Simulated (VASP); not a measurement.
# PbSe (Clausthalite) (Fm-3m) in VASP: single point with PBE

Aim: the single point of PbSe (Clausthalite) with PBE.

Everything below comes from runs of VASP 6.6.1. Logs are shortened: lines on timing, memory, paths and dates and some standing lists are left out, and cuts for length are marked.

## Step 1: The cell of the first run

The structure is cubic, space group Fm-3m (No. 225). Conventional cell: a = 6.121 Å, b = 6.121 Å, c = 6.121 Å, α = 90.00°, β = 90.00°, γ = 90.00°. Within 4.0 Å of Pb (site symmetry m-3m) lie 6 Se at 3.06 Å. Se (site symmetry m-3m) has 6 Pb at 3.06 Å within 4.0 Å.

## Step 2: Single point, PBE

INCAR reads:

```
PREC     = Accurate       # precision mode
ENCUT    = 500            # plane-wave cutoff, eV
EDIFF    = 1E-6           # SCF threshold, eV
ISMEAR   = 0              # smearing method
SIGMA    = 0.01           # smearing width, eV
LREAL    = F              # projectors in reciprocal space
LASPH    = T              # aspherical terms in the spheres
NELM     = 120            # most SCF steps
ALGO     = Normal         # electronic algorithm
ISIF     = 2              # what is computed and relaxed
LWAVE    = F              # write WAVECAR
LCHARG   = F              # write CHGCAR
GGA      = PE             # functional
NBANDS   = 17             # bands
GGA_COMPAT= F
```

KPOINTS reads:

```
Automatic mesh
0
Gamma
  5 5 5
```

POSCAR reads:

```
PbSe
1.0
    0.0000000000      3.0606500000      3.0606500000
    3.0606500000      0.0000000000      3.0606500000
    3.0606500000      3.0606500000      0.0000000000
Pb Se
1 1
Direct
    0.0000000000      0.0000000000      0.0000000000
    0.5000000000      0.5000000000      0.5000000000
```

Potentials or basis: VASP PAW PBE potentials, release 64 (Pb_d, Se).

Started as:

```sh
> cat potpaw_PBE.64/Pb_d/POTCAR potpaw_PBE.64/Se/POTCAR > POTCAR
> mpirun -np 1 vasp_std > vasp.out
```

OUTCAR:

```text
PREC = Accurate
   ENCUT = 500
   EDIFF = 1E-6
   ISMEAR = 0
   LREAL = F
   LASPH = T
   NELM = 120
   ISIF = 2
   GGA = PE

 ion  position               nearest neighbor table
   1  0.000  0.000  0.000-   2 3.06   2 3.06   2 3.06   2 3.06   2 3.06   2 3.06
   2  0.500  0.500  0.500-   1 3.06   1 3.06   1 3.06   1 3.06   1 3.06   1 3.06

  LATTYP: Found a face centered cubic cell.
 ALAT       =     6.1213000000

  Lattice vectors:

 A1 = (   0.0000000000,   3.0606500000,   3.0606500000)
 A2 = (   3.0606500000,   0.0000000000,   3.0606500000)
 A3 = (   3.0606500000,   3.0606500000,   0.0000000000)

Analysis of symmetry for initial positions (statically):
=====================================================================
 Subroutine PRICEL returns:
 Original cell was already a primitive cell.

 Routine SETGRP: Setting up the symmetry group for a
 face centered cubic supercell.

 Subroutine GETGRP returns: Found 48 space group operations
 (whereof 48 operations were pure point group operations)
 out of a pool of 48 trial point group operations.

The static configuration has the point symmetry O_h .

Analysis of symmetry for dynamics (positions and initial velocities):
=====================================================================
 Subroutine PRICEL returns:
 Original cell was already a primitive cell.

 Routine SETGRP: Setting up the symmetry group for a
 face centered cubic supercell.

 Subroutine GETGRP returns: Found 48 space group operations
 (whereof 48 operations were pure point group operations)
 out of a pool of 48 trial point group operations.

The dynamic configuration has the point symmetry O_h .

 Subroutine INISYM returns: Found 48 space group operations
 (whereof 48 operations are pure point group operations),
 and found     1 'primitive' translations

----------------------------------------------------------------------------------------

                                     Primitive cell

  volume of cell :      57.3418

  direct lattice vectors                    reciprocal lattice vectors
     0.000000000  3.060650000  3.060650000    -0.163363991  0.163363991  0.163363991
     3.060650000  0.000000000  3.060650000     0.163363991 -0.163363991  0.163363991
     3.060650000  3.060650000  0.000000000     0.163363991  0.163363991 -0.163363991

[... 63 lines left out ...]
   LNONCOLLINEAR =      F non collinear calculations
   LSORBIT =      F    spin-orbit coupling
   LASPH  =      T    aspherical Exc in radial PAW
   ENCUT  =  500.0 eV  36.75 Ry    6.06 a.u.   7.89  7.89  7.89*2*pi/ulx,y,z
   NELM   =    120;   NELMIN=  2; NELMDL= -5     # of ELM steps
   EDIFF  = 0.1E-05   stopping-criterion for ELM
   LREAL  =      F    real-space projection
   EDIFFG = 0.1E-04   stopping-criterion for IOM
   NSW    =      0    number of steps for IOM
   IBRION =     -1    ionic relax: 0-MD 1-quasi-New 2-CG
   NFREE  =      0    steps in history (QN), initial steepest desc. (CG)
   ISIF   =      2    stress and relaxation
   ISYM   =      2    0-nonsym 1-usesym 2-fastsym
   POTIM  = 0.5000    time-step for ionic-motion
   TEBEG  =    0.0;   TEEND  =   0.0 temperature during run
   PSTRESS=    0.0 pullay stress
   NELECT =      20.0000    total number of electrons
   NUPDOWN=      -1.0000    fix difference up-down
   EMIN   =  10.00;   EMAX   =-10.00  energy-range for DOS
   EFERMI =   0.00;   METHOD = LEGACY
   ISMEAR =     0;   SIGMA  =   0.01  broadening in eV -4-tet -1-fermi 0-gaus
   EFERMI_NEDOS =   21; number of points for ismear=-14 and -15
   IALGO  =     38    algorithm
   IMIX   =      4    mixing-type and parameters
     AMIX     =   0.40;   BMIX     =  1.00
     AMIX_MAG =   1.60;   BMIX_MAG =  1.00
  volume/ion in A,a.u.               =      28.67       193.48
  Fermi-wavevector in a.u.,A,eV,Ry     =   1.152377  2.177676 18.068159  1.327972
  Thomas-Fermi vector in A             =   2.289028
   LORBIT       =      0    0 simple, 1 ext, 2 COOP (PROOUT), +10 PAW based schemes
   GGA     = PE    functional components
   LHFCALC =     F    Hartree Fock is set to
   AEXX    =    0.0000 exact exchange contribution
   IVDW    =     0    specifies the selected vdW correction
   LEPSILON=     F    determine dielectric tensor
   LRPA    =     F    only Hartree local field effects (RPA)
 non-spin polarized calculation
 Gauss-broadening in eV      SIGMA  =   0.01
  energy-cutoff  :      500.00
  volume of cell :       57.34
 maximum number of plane-waves:      1476
   NGX = 15   NGY = 15   NGZ = 15

 number of electron      20.0000000 magnetization

 Free energy of the ion-electron system (eV)
  ---------------------------------------------------
  ext. energy  EPLUGINS =         0.00000000
  ---------------------------------------------------
  free energy    TOTEN  =        -8.18993016 eV

  energy without entropy =       -8.18993016  energy(sigma->0) =       -8.18993016

 E-fermi :   4.7883     XC(G=0):  -9.5340

 val. band max:        4.6867763146   @ k =   0.4000   0.0000   0.0000
 cond. band min:       5.8736454066   @ k =   0.4000   0.0000   0.0000
 fundamental gap:      1.1868690920
 Fermi energy:         4.7882566661

 k-point     1 :       0.0000    0.0000    0.0000
  band No.  band energies     occupation
      1     -11.7743      2.00000
      2     -11.7743      2.00000
      3     -11.7743      2.00000
      4     -11.7707      2.00000
      5     -11.7707      2.00000
      6      -8.5319      2.00000
[... 177 lines left out ...]
      4     -11.7505      2.00000
      5     -11.7344      2.00000
      6      -7.1848      2.00000
[... 9 lines left out ...]
     16      16.3787      0.00000
     17      16.4641      0.00000

------------------------ aborting loop because EDIFF is reached ----------------------------------------

  FORCE on cell =-STRESS in cart. coord.  units (eV):
  Direction    XX          YY          ZZ          XY          YZ          ZX
  --------------------------------------------------------------------------------------
  -------------------------------------------------------------------------------------
  Total        0.8033246      0.8033246      0.8033246     -0.0000000     -0.0000000      0.0000000
  in kB       22.4455697     22.4455697     22.4455697     -0.0000000     -0.0000000      0.0000000
  external PRESSURE =      22.4455697 kB  Pullay stress =       0.0000000 kB

 VOLUME and BASIS-vectors are now :
 -----------------------------------------------------------------------------
  energy-cutoff  :      500.00
  volume of cell :       57.34
      direct lattice vectors                 reciprocal lattice vectors
     0.000000000  3.060650000  3.060650000    -0.163363991  0.163363991  0.163363991
     3.060650000  0.000000000  3.060650000     0.163363991 -0.163363991  0.163363991
     3.060650000  3.060650000  0.000000000     0.163363991  0.163363991 -0.163363991

 POSITION                                       TOTAL-FORCE (eV/Angst)
 -----------------------------------------------------------------------------------
      0.00000      0.00000      0.00000        -0.000000      0.000000      0.000000
      3.06065      3.06065      3.06065         0.000000     -0.000000     -0.000000
 -----------------------------------------------------------------------------------
    total drift:                                0.000000     -0.000000     -0.000000

  FREE ENERGIE OF THE ION-ELECTRON SYSTEM (eV)
  ---------------------------------------------------
  free  energy   TOTEN  =        -8.1899301563 eV

  energy  without entropy=       -8.1899301563  energy(sigma->0) =       -8.18993016
```

It took 6.2 s on 1 thread of Intel Xeon Platinum 8375C at 2.90GHz (Ice Lake), shared host; peak memory 0.17 GiB.

What came out:

| Property | Result |
| --- | --- |
| Free energy | -8.1899 eV |
| Pressure | 2.2 GPa |

Levels at points of the mesh, in eV from the Fermi level:
| k point | band 7 | band 8 | band 9 | band 10 | band 11 | band 12 | band 13 | band 14 |
| --- | --- | --- | --- | --- | --- | --- | --- | --- |
| (0.00, 0.00, 0.00) | -6.03 | -1.60 | -1.60 | -1.60 | 4.99 | 4.99 | 4.99 | 6.79 |

Caveat: this odd mesh misses L, where the gap lies, so gap, dielectric constants and Born charges aren't listed; spin-orbit coupling is left out, which moves the levels of the heavy elements.
